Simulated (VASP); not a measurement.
# AgCl (Fm-3m) in VASP: notebook

The runs below take AgCl through single point, with r2SCAN.

Program: VASP 6.6.1. These are calculated values, not measurements. Logs are shortened: lines on timing, memory, paths and dates and some standing lists are left out, and cuts for length are marked.

## Step 1: The cell of the first run

It takes space group Fm-3m (No. 225, cubic). Conventional cell: a = 5.380 Å, b = 5.380 Å, c = 5.380 Å, α = 90.00°, β = 90.00°, γ = 90.00°. Within 3.5 Å of Ag (site symmetry m-3m) lie 6 Cl at 2.69 Å. Cl (site symmetry m-3m) has 6 Ag at 2.69 Å within 3.5 Å.

## Step 2: Single point, r2SCAN (strain -0.030 along x and y, -0.030 along z)

Contents of POSCAR:

```
AgCl
1.0
    0.0000000000      2.6899555000      2.6899555000
    2.6899555000      0.0000000000      2.6899555000
    2.6899555000      2.6899555000      0.0000000000
Ag Cl
1 1
Direct
    0.5000000000      0.5000000000      0.5000000000
    0.0000000000      0.0000000000      0.0000000000
```

Contents of INCAR.step1:

```
SYSTEM = AgCl
  PREC = Accurate
  ENCUT = 520
  ISMEAR = 0
  SIGMA = 0.05
  LREAL = .False.
  LASPH = .True.
  NELM = 80
  NBANDS = 16
  GGA = PE
  ALGO = Normal
  EDIFF = 1E-4
  LWAVE = .True.
  LCHARG = .False.
```

Contents of INCAR.step2:

```
SYSTEM = AgCl
  PREC = Accurate
  ENCUT = 520
  EDIFF = 1E-7
  ISMEAR = 0
  SIGMA = 0.05
  LREAL = .False.
  LASPH = .True.
  NELM = 80
  ALGO = Normal
  ISIF = 2
  LWAVE = .False.
  LCHARG = .False.
  METAGGA = R2SCAN
  LMIXTAU = .True.
  NBANDS = 16
  ISTART = 1
```

Contents of KPOINTS:

```
Automatic mesh
0
Gamma
  8 8 8
  0 0 0
```

Potentials or basis: VASP PAW PBE potentials, release 64 (Ag, Cl).

Launch:

```sh
$ cat potpaw_PBE.64/Ag/POTCAR potpaw_PBE.64/Cl/POTCAR > POTCAR
$ cp INCAR.step1 INCAR
$ mpirun -np 1 vasp_std > vasp.out
$ cp INCAR.step2 INCAR
$ mpirun -np 1 vasp_std > vasp.out
```

OUTCAR:

```text
SYSTEM = AgCl
   PREC = Accurate
   ENCUT = 520
   EDIFF = 1E-7
   ISMEAR = 0
   LREAL = .False.
   LASPH = .True.
   NELM = 80
   ISIF = 2
   METAGGA = R2SCAN
   ISTART = 1

 ion  position               nearest neighbor table
   1  0.500  0.500  0.500-   2 2.69   2 2.69   2 2.69   2 2.69   2 2.69   2 2.69
   2  0.000  0.000  0.000-   1 2.69   1 2.69   1 2.69   1 2.69   1 2.69   1 2.69

  LATTYP: Found a face centered cubic cell.
 ALAT       =     5.3799110000

  Lattice vectors:

 A1 = (   0.0000000000,   2.6899555000,   2.6899555000)
 A2 = (   2.6899555000,   0.0000000000,   2.6899555000)
 A3 = (   2.6899555000,   2.6899555000,   0.0000000000)

Analysis of symmetry for initial positions (statically):
=====================================================================
 Subroutine PRICEL returns:
 Original cell was already a primitive cell.

 Routine SETGRP: Setting up the symmetry group for a
 face centered cubic supercell.

 Subroutine GETGRP returns: Found 48 space group operations
 (whereof 48 operations were pure point group operations)
 out of a pool of 48 trial point group operations.

The static configuration has the point symmetry O_h .

Analysis of symmetry for dynamics (positions and initial velocities):
=====================================================================
 Subroutine PRICEL returns:
 Original cell was already a primitive cell.

 Routine SETGRP: Setting up the symmetry group for a
 face centered cubic supercell.

 Subroutine GETGRP returns: Found 48 space group operations
 (whereof 48 operations were pure point group operations)
 out of a pool of 48 trial point group operations.

The dynamic configuration has the point symmetry O_h .

 Subroutine INISYM returns: Found 48 space group operations
 (whereof 48 operations are pure point group operations),
 and found     1 'primitive' translations

----------------------------------------------------------------------------------------

                                     Primitive cell

  volume of cell :      38.9283

  direct lattice vectors                    reciprocal lattice vectors
     0.000000000  2.689955500  2.689955500    -0.185876681  0.185876681  0.185876681
     2.689955500  0.000000000  2.689955500     0.185876681 -0.185876681  0.185876681
     2.689955500  2.689955500  0.000000000     0.185876681  0.185876681 -0.185876681

  length of vectors
     3.804171550  3.804171550  3.804171550     0.321947855  0.321947855  0.321947855

  position of ions in fractional coordinates (direct lattice)
     0.500000000  0.500000000  0.500000000
     0.000000000  0.000000000  0.000000000

  ion indices of the primitive-cell ions
   primitive index   ion index
                 1           1
                 2           2

----------------------------------------------------------------------------------------

 KPOINTS: Automatic mesh

Automatic generation of k-mesh.
 Grid dimensions read from file:
 generate k-points for:    8    8    8

 Generating k-lattice:

  Cartesian coordinates                     Fractional coordinates (reciprocal lattice)
    -0.023234585  0.023234585  0.023234585     0.125000000  0.000000000  0.000000000
     0.023234585 -0.023234585  0.023234585     0.000000000  0.125000000  0.000000000
     0.023234585  0.023234585 -0.023234585     0.000000000  0.000000000  0.125000000

  Length of vectors
     0.040243482  0.040243482  0.040243482

  Shift w.r.t. Gamma in fractional coordinates (k-lattice)
     0.000000000  0.000000000  0.000000000

 Subroutine IBZKPT returns following result:
 ===========================================

 Found     29 irreducible k-points:

 Following reciprocal coordinates:
            Coordinates               Weight
  0.000000  0.000000  0.000000      1.000000
  0.125000  0.000000  0.000000      8.000000
  0.250000  0.000000  0.000000      8.000000
  0.375000  0.000000  0.000000      8.000000
  0.500000  0.000000  0.000000      4.000000
  0.125000  0.125000  0.000000      6.000000
[... 16 lines left out ...]
  0.500000  0.250000  0.125000     48.000000
 -0.375000  0.250000  0.125000     24.000000
 [... further k-points ...]
   k-points           NKPTS =     29   k-points in BZ     NKDIM =     29   number of bands    NBANDS=     16
   number of dos      NEDOS =    301   number of ions     NIONS =      2
   total plane-waves  NPLWV =  21952
   dimension x,y,z NGX =    28 NGY =   28 NGZ =   28
   dimension x,y,z NGXF=    56 NGYF=   56 NGZF=   56
   ions per type =               1   1
   NGX,Y,Z   is equivalent  to a cutoff of  12.24, 12.24, 12.24 a.u.
   NGXF,Y,Z  is equivalent  to a cutoff of  24.47, 24.47, 24.47 a.u.
 SYSTEM =  AgCl
   PREC   = accura    normal or accurate (medium, high low for compatibility)
   ISTART =      1    job   : 0-new  1-cont  2-samecut
   ICHARG =      0    charge: 1-file 2-atom 10-const
   ISPIN  =      1    spin polarized calculation?
   LNONCOLLINEAR =      F non collinear calculations
   LSORBIT =      F    spin-orbit coupling
   LASPH  =      T    aspherical Exc in radial PAW
   ENCUT  =  520.0 eV  38.22 Ry    6.18 a.u.   7.07  7.07  7.07*2*pi/ulx,y,z
   NELM   =     80;   NELMIN=  2; NELMDL=  0     # of ELM steps
   EDIFF  = 0.1E-06   stopping-criterion for ELM
   LREAL  =      F    real-space projection
   EDIFFG = 0.1E-05   stopping-criterion for IOM
   NSW    =      0    number of steps for IOM
   IBRION =     -1    ionic relax: 0-MD 1-quasi-New 2-CG
   NFREE  =      0    steps in history (QN), initial steepest desc. (CG)
   ISIF   =      2    stress and relaxation
   ISYM   =      2    0-nonsym 1-usesym 2-fastsym
   POTIM  = 0.5000    time-step for ionic-motion
   TEBEG  =    0.0;   TEEND  =   0.0 temperature during run
   PSTRESS=    0.0 pullay stress
   NELECT =      18.0000    total number of electrons
   NUPDOWN=      -1.0000    fix difference up-down
   EMIN   =  10.00;   EMAX   =-10.00  energy-range for DOS
   EFERMI =   0.00;   METHOD = LEGACY
   ISMEAR =     0;   SIGMA  =   0.05  broadening in eV -4-tet -1-fermi 0-gaus
   EFERMI_NEDOS =   21; number of points for ismear=-14 and -15
   IALGO  =     38    algorithm
   IMIX   =      4    mixing-type and parameters
     AMIX     =   0.40;   BMIX     =  1.00
     AMIX_MAG =   1.60;   BMIX_MAG =  1.00
  volume/ion in A,a.u.               =      19.46       131.35
  Fermi-wavevector in a.u.,A,eV,Ry     =   1.265933  2.392266 21.804496  1.602585
  Thomas-Fermi vector in A             =   2.399160
   LORBIT       =      0    0 simple, 1 ext, 2 COOP (PROOUT), +10 PAW based schemes
   METAGGA = R2SCAN    functional components
   LHFCALC =     F    Hartree Fock is set to
   AEXX    =    0.0000 exact exchange contribution
   IVDW    =     0    specifies the selected vdW correction
   LEPSILON=     F    determine dielectric tensor
   LRPA    =     F    only Hartree local field effects (RPA)
 non-spin polarized calculation
 Gauss-broadening in eV      SIGMA  =   0.05
  energy-cutoff  :      520.00
  volume of cell :       38.93
 maximum number of plane-waves:      1067
   NGX = 15   NGY = 15   NGZ = 15

 number of electron      18.0000007 magnetization

 Free energy of the ion-electron system (eV)
  ---------------------------------------------------
  ext. energy  EPLUGINS =         0.00000000
  ---------------------------------------------------
  free energy    TOTEN  =       -28.58186639 eV

  energy without entropy =      -28.58186639  energy(sigma->0) =      -28.58186639

 E-fermi :   5.0746     XC(G=0): -11.0244

 val. band max:        4.7714431029   @ k =   0.5000   0.0000   0.0000
 cond. band min:       6.2112120187   @ k =   0.0000   0.0000   0.0000
 fundamental gap:      1.4397689158
 Fermi energy:         5.0746079025

 k-point     1 :       0.0000    0.0000    0.0000
  band No.  band energies     occupation
      1     -11.7128      2.00000
      2       1.9162      2.00000
      3       1.9162      2.00000
      4       1.9162      2.00000
      5       1.9234      2.00000
      6       1.9235      2.00000
[... 8 lines left out ...]
     15      19.4189      0.00000
     16      19.4189      0.00000

 k-point     2 :       0.1250    0.0000    0.0000
  band No.  band energies     occupation
      1     -11.6367      2.00000
      2       1.0219      2.00000
      3       1.0854      2.00000
      4       1.0854      2.00000
      5       1.9909      2.00000
      6       1.9909      2.00000
[... 8 lines left out ...]
     15      17.6763      0.00000
     16      18.3116      0.00000

 k-point     3 :       0.2500    0.0000    0.0000
  band No.  band energies     occupation
      1     -11.4439      2.00000
      2      -0.1493      2.00000
      3       0.4118      2.00000
      4       0.4118      2.00000
      5       2.1463      2.00000
      6       2.1463      2.00000
[... 8 lines left out ...]
     15      17.6942      0.00000
     16      18.3284      0.00000

 k-point     4 :       0.3750    0.0000    0.0000
  band No.  band energies     occupation
      1     -11.2363      2.00000
      2      -1.0486      2.00000
      3      -0.0157      2.00000
      4      -0.0157      2.00000
      5       2.3090      2.00000
      6       2.3090      2.00000
[... 8 lines left out ...]
     15      18.5364      0.00000
     16      18.6203      0.00000
[... 324 lines left out ...]
 k-point    22 :       0.3750    0.2500    0.1250
  band No.  band energies     occupation
      1     -11.3279      2.00000
      2      -0.6051      2.00000
      3       0.3164      2.00000
      4       0.7183      2.00000
      5       2.0303      2.00000
      6       2.2936      2.00000
[... 8 lines left out ...]
     15      19.7185      0.00000
     16      21.4096      0.00000

 k-point    23 :       0.5000    0.2500    0.1250
  band No.  band energies     occupation
      1     -11.1813      2.00000
      2      -0.8482      2.00000
      3      -0.0284      2.00000
      4       0.2530      2.00000
      5       2.1848      2.00000
      6       2.3908      2.00000
[... 8 lines left out ...]
     15      19.9793      0.00000
     16      21.1448      0.00000

 k-point    24 :      -0.3750    0.2500    0.1250
  band No.  band energies     occupation
      1     -11.1184      2.00000
      2      -0.9213      2.00000
      3      -0.0965      2.00000
      4      -0.0331      2.00000
      5       2.3010      2.00000
      6       2.3782      2.00000
[... 8 lines left out ...]
     15      19.2628      0.00000
     16      20.7722      0.00000

 [... further k-points ...]

------------------------ aborting loop because EDIFF is reached ----------------------------------------

  FORCE on cell =-STRESS in cart. coord.  units (eV):
  Direction    XX          YY          ZZ          XY          YZ          ZX
  --------------------------------------------------------------------------------------
  -------------------------------------------------------------------------------------
  Total        1.3936333      1.3936333      1.3936333      0.0000000      0.0000000      0.0000000
  in kB       57.3579771     57.3579771     57.3579771      0.0000000      0.0000000      0.0000000
  external PRESSURE =      57.3579771 kB  Pullay stress =       0.0000000 kB

 VOLUME and BASIS-vectors are now :
 -----------------------------------------------------------------------------
  energy-cutoff  :      520.00
  volume of cell :       38.93
      direct lattice vectors                 reciprocal lattice vectors
     0.000000000  2.689955500  2.689955500    -0.185876681  0.185876681  0.185876681
     2.689955500  0.000000000  2.689955500     0.185876681 -0.185876681  0.185876681
     2.689955500  2.689955500  0.000000000     0.185876681  0.185876681 -0.185876681

 POSITION                                       TOTAL-FORCE (eV/Angst)
 -----------------------------------------------------------------------------------
      2.68996      2.68996      2.68996         0.000000      0.000000      0.000000
      0.00000      0.00000      0.00000        -0.000000     -0.000000      0.000000
 -----------------------------------------------------------------------------------
    total drift:                                0.000000      0.000000      0.000000

  FREE ENERGIE OF THE ION-ELECTRON SYSTEM (eV)
  ---------------------------------------------------
  free  energy   TOTEN  =       -28.5818663865 eV

  energy  without entropy=      -28.5818663865  energy(sigma->0) =      -28.58186639
```

Run time: 30 s. Hardware: 1 thread of Intel Xeon 6975P-C (Granite Rapids), shared host; peak memory 0.17 GiB.

What came out:

| Property | Result |
| --- | --- |
| Free energy | -28.5819 eV |
| Pressure | 5.7 GPa |
| Band gap on the k mesh | 1.44 eV (least direct gap 4.06 eV) |

Caveat: the cell differs from its parent crystal (strain -0.030 along x and y, -0.030 along z); the cell stands under pressure; the PAW data sets were made with another functional, which shifts forces and pressure a little. A k mesh can miss the band edges.

## Step 3: Single point, r2SCAN (strain -0.015 along x and y, -0.015 along z)

Contents of POSCAR:

```
AgCl
1.0
    0.0000000000      2.7315527500      2.7315527500
    2.7315527500      0.0000000000      2.7315527500
    2.7315527500      2.7315527500      0.0000000000
Ag Cl
1 1
Direct
    0.5000000000      0.5000000000      0.5000000000
    0.0000000000      0.0000000000      0.0000000000
```

Edit INCAR.step1 of step 2 so:

```diff
@@ -7,3 +7,3 @@
   LASPH = .True.
-  NELM = 80
+  NELM = 60
   NBANDS = 16
```

Edit INCAR.step2 of step 2 so:

```diff
@@ -8,3 +8,3 @@
   LASPH = .True.
-  NELM = 80
+  NELM = 60
   ALGO = Normal
```

KPOINTS is that of step 2.

Potentials or basis: VASP PAW PBE potentials, release 64 (Ag, Cl).

Launch:

```sh
$ cat potpaw_PBE.64/Ag/POTCAR potpaw_PBE.64/Cl/POTCAR > POTCAR
$ cp INCAR.step1 INCAR
$ mpirun -np 1 vasp_std > vasp.out
$ cp INCAR.step2 INCAR
$ mpirun -np 1 vasp_std > vasp.out
```

Run time: 45 s. Hardware: 1 thread of Intel Xeon 6975P-C (Granite Rapids), shared host; peak memory 0.18 GiB.

The run converged. Its results:

```
Free energy            : -28.6290 eV
Pressure               : 2.5 GPa
Band gap on the k mesh : 1.43 eV (least direct gap 3.87 eV)
```

Levels at points of the mesh, in eV from the valence-band top:
```
           k point  band 5  band 6  band 7  band 8  band 9  band 10  band 11  band 12  band 13  band 14
(0.00, 0.00, 0.00)   -2.63   -2.63   -2.63   -2.58   -2.58     1.43    11.32    11.32    11.32    12.72
(0.50, 0.00, 0.00)   -2.22   -2.22   -1.88    0.00    0.00     4.58     7.43     8.18     8.18    14.28
(0.50, 0.50, 0.00)   -2.99   -2.37   -2.09   -2.09   -1.95     2.85     8.29     9.41    12.60    12.60
```

Caveat: the cell differs from its parent crystal (strain -0.015 along x and y, -0.015 along z); the PAW data sets were made with another functional, which shifts forces and pressure a little. A k mesh can miss the band edges.

## Step 4: Single point, r2SCAN (strain +0.015 along x and y, +0.015 along z)

Contents of POSCAR:

```
AgCl
1.0
    0.0000000000      2.8147472500      2.8147472500
    2.8147472500      0.0000000000      2.8147472500
    2.8147472500      2.8147472500      0.0000000000
Ag Cl
1 1
Direct
    0.5000000000      0.5000000000      0.5000000000
    0.0000000000      0.0000000000      0.0000000000
```

Contents of INCAR.step1:

```
PREC = Accurate
ENCUT = 520
ISMEAR = 0
SIGMA = 0.05
LREAL = F
LASPH = T
NELM = 80
NBANDS = 16
GGA = PE
ALGO = Normal
EDIFF = 1E-4
LWAVE = T
LCHARG = F
```

Contents of INCAR.step2:

```
PREC = Accurate
ENCUT = 520
EDIFF = 1E-7
ISMEAR = 0
SIGMA = 0.05
LREAL = F
LASPH = T
NELM = 80
ALGO = Normal
ISIF = 2
LWAVE = F
LCHARG = T
METAGGA = R2SCAN
LMIXTAU = T
LELF = T
LVHAR = T
NBANDS = 16
ISTART = 1
```

Contents of KPOINTS:

```
regular mesh
0
Gamma
  8 8 8
```

Launch:

```sh
$ cat potpaw_PBE.64/Ag/POTCAR potpaw_PBE.64/Cl/POTCAR > POTCAR
$ cp INCAR.step1 INCAR
$ mpirun -np 1 vasp_std > vasp.out
$ cp INCAR.step2 INCAR
$ mpirun -np 1 vasp_std > vasp.out
```

It took 48 s on 1 thread of Intel Xeon 6975P-C (Granite Rapids), shared host; peak memory 0.18 GiB.

It converged, with:

| Property | Result |
| --- | --- |
| Free energy | -28.6301 eV |
| Pressure | -2.1 GPa |
| Band gap on the k mesh | 1.43 eV (least direct gap 3.56 eV) |

Levels at points of the mesh, in eV from the valence-band top:
| k point | band 6 | band 7 | band 8 | band 9 | band 10 | band 11 | band 12 | band 13 |
| --- | --- | --- | --- | --- | --- | --- | --- | --- |
| (0.00, 0.00, 0.00) | -2.25 | -2.25 | -2.21 | -2.21 | 1.43 | 11.35 | 11.35 | 11.35 |
| (0.50, 0.00, 0.00) | -1.94 | -1.64 | 0.00 | 0.00 | 4.82 | 6.91 | 8.35 | 8.35 |
| (0.50, 0.50, 0.00) | -2.04 | -1.83 | -1.83 | -1.75 | 3.00 | 8.40 | 9.08 | 12.10 |

Caveat: the cell differs from its parent crystal (strain +0.015 along x and y, +0.015 along z); the PAW data sets were made with another functional, which shifts forces and pressure a little. A k mesh can miss the band edges.

(Part 1 of 2 ends here.)
